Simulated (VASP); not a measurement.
The system is Al2O3.

```
Al O
1.0
     2.88432    0.00000    0.00000
    -1.44216    2.49790    0.00000
     0.00000    0.00000    9.33675
Al O
2 3
Direct
  0.00000 0.00000 0.14999
  0.00000 0.00000 0.85001
  0.33333 0.66667 0.22232
  0.66667 0.33333 0.00000
  0.33333 0.66667 0.77768
```

```yaml
Program: VASP 6.6.1
Task: relaxation of cell and atoms
Functional: PBEsol
Dispersion: D3(BJ)
Potentials_or_basis: VASP PAW PBE potentials, release 64 (Al, O)
Cutoff: 600 eV
k_mesh: 12 × 12 × 2
Occupations: gaussian, width 0.01 eV
Spin: no spin polarisation
```

At the start: pressure -4.3 GPa; volume 13.45 Å³/atom.

Question: How do energy, volume and symmetry change on relaxing?

Answer: Over 31 steps the energy falls by 35.5 meV/atom and the volume is 10.12 Å³/atom (-24.8 %); space group P-6m2 (No. 187, to 0.05 Å).

The path:
| step | energy change (eV) | largest force (eV/Å) | pressure (GPa) | volume (Å³) |
| --- | --- | --- | --- | --- |
| 1 | 0.0000 | 0.1604 | -4.33 | 67.27 |
| 2 | -0.0022 | 0.5497 | 4.35 | 63.79 |
| 3 | -0.0267 | 0.2238 | -0.12 | 65.46 |
| 4 | -0.0278 | 0.2733 | -0.08 | 65.09 |
| 5 | -0.0292 | 0.0605 | -0.10 | 65.25 |
| 6 | -0.0298 | 0.0599 | -0.08 | 65.16 |
| 7 | -0.0316 | 0.0581 | -0.02 | 64.89 |
| 8 | -0.0348 | 0.0550 | 0.11 | 64.36 |
| 9 | -0.0402 | 0.0493 | 0.40 | 63.30 |
| 10 | -0.0470 | 0.1009 | 1.13 | 61.19 |
| 11 | -0.0470 | 0.1948 | 3.20 | 57.08 |
| 12 | -0.0495 | 0.0968 | 1.88 | 60.03 |
| 13 | -0.0496 | 0.0973 | 1.87 | 60.02 |
| 14 | -0.0500 | 0.1005 | 1.86 | 59.99 |
| 15 | -0.0507 | 0.1051 | 1.83 | 59.91 |
| 16 | -0.0521 | 0.1162 | 1.77 | 59.76 |
| 17 | -0.0550 | 0.1362 | 1.68 | 59.47 |
| 18 | -0.0608 | 0.1755 | 1.48 | 58.88 |
| 19 | -0.0727 | 0.2462 | 1.13 | 57.71 |
| 20 | -0.0985 | 0.3608 | 0.64 | 55.36 |
| 21 | -0.1457 | 0.5133 | 0.78 | 50.66 |
| 22 | -0.1627 | 0.3677 | 0.47 | 49.76 |
| 23 | -0.1639 | 0.3333 | 0.41 | 49.51 |
| 24 | -0.1703 | 0.2321 | 0.46 | 49.77 |
| 25 | -0.1772 | 0.0160 | 0.63 | 50.42 |
| 26 | -0.1773 | 0.0219 | 0.65 | 50.44 |
| 27 | -0.1776 | 0.0358 | -0.08 | 50.60 |
| 28 | -0.1776 | 0.0338 | -0.01 | 50.59 |
| 29 | -0.1776 | 0.0014 | -0.02 | 50.60 |
| 30 | -0.1776 | 0.0021 | -0.02 | 50.60 |
| 31 | -0.1777 | 0.0034 | -0.02 | 50.60 |

Final structure:
```
CELL_PARAMETERS angstrom
2.85072 0.00000 0.00000
-1.42536 2.46880 0.00000
0.00000 0.00000 7.18935
ATOMIC_POSITIONS crystal
Al 0.00000 0.00000 0.19212
Al 0.00000 0.00000 0.80788
O 0.33333 0.66667 0.28653
O 0.66667 0.33333 0.00000
O 0.33333 0.66667 0.71347
```

Caveat: the volume moved by over 15 % at a fixed basis, so the end points are rough; the PAW data sets were made with another functional, which shifts forces and pressure a little.
